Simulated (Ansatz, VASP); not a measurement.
# NaI: VASP beside Ansatz

```
Na I
1.0
     0.00000    3.43690    3.43690
     3.43690    0.00000    3.43690
     3.43690    3.43690    0.00000
Na I
1 1
Direct
  0.00000 0.00000 0.00000
  0.25000 0.25000 0.25000
```

Change from the starting cell: hydrostatic strain -3.0%.

Alike in both runs: task single point; functional HSE06; k mesh 4 × 4 × 4; no spin polarisation.

|  | VASP | Ansatz |
| --- | --- | --- |
| version | VASP 6.6.1 | Ansatz 0.2.0 |
| potentials or method | VASP PAW PBE potentials, release 64 (Na_pv, I) | plane waves, PAW |
| plane-wave cutoff (eV) | 520 | 420 |
| occupations | gaussian, width 0.01 eV | fixed |
| valence electrons in the cell | 14 | 26 |

|  | VASP | Ansatz | Ansatz less VASP |
| --- | --- | --- | --- |
| gap on the k mesh at the Fermi level (eV) | 4.97 | 4.98 | +0.017 |
| pressure (GPa) | 1.5 | 1.5 | -0.01 |

VASP's potentials hold 14 valence electrons a cell and Ansatz's 26, so a difference there can come from the potentials and not from the codes. Ansatz's warnings: stress exchange threshold loose, stress scf threshold loose.

Spin-orbit coupling is off throughout.
